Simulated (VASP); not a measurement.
Write the native input for VASP 6.6.1 that does the following.

| Quantity | Value |
| --- | --- |
| Task | single point |
| Functional | PBE |
| Potentials or basis | VASP PAW PBE potentials, release 64 (Mg, S) |
| Cutoff | 600 eV |
| k mesh | 4 × 4 × 4 |
| Occupations | gaussian, width 0.01 eV |
| Spin | no spin polarisation |
| Dipole correction | no |
| Further INCAR settings | ALGO = Normal; EDIFF = 1e-06; NBANDS = 11 |

The structure of MgS lies in POSCAR:

```
MgS
1.0
    0.0000000000      2.9222557318      2.9222557318
    2.9222557318      0.0000000000      2.9222557318
    2.9222557318      2.9222557318      0.0000000000
Mg S
1 1
Direct
    0.0000000000      0.0000000000      0.0000000000
    0.7500000000      0.7500000000      0.7500000000
```

This cell differs from its parent crystal: volume changed by +10%.

The input as run:

INCAR

```
ALGO = Normal ; EDIFF = 1E-6
ENCUT = 600 ; GGA = PE
GGA_COMPAT = F ; ISIF = 2
ISMEAR = 0 ; LASPH = T
LCHARG = T ; LELF = T
LREAL = F ; LVHAR = T
LWAVE = F ; NBANDS = 11
NELM = 120 ; PREC = Accurate
SIGMA = 0.01
```

KPOINTS

```
k-points
0
Gamma
  4 4 4
```

Potentials or basis: VASP PAW PBE potentials, release 64 (Mg, S).

Run with:

```bash
$ cat potpaw_PBE.64/Mg/POTCAR potpaw_PBE.64/S/POTCAR > POTCAR
$ mpirun -np 1 vasp_std > vasp.out
```

Results of the run:

- Pressure: -3.7 GPa
- Band gap on the k mesh: 3.00 eV, direct

Caveat: the k points lie up to 0.47 Å⁻¹ apart.

Run time: 21 s on 1 thread of Intel Xeon 8259CL, with other jobs on the host, peak memory 0.2 GiB.
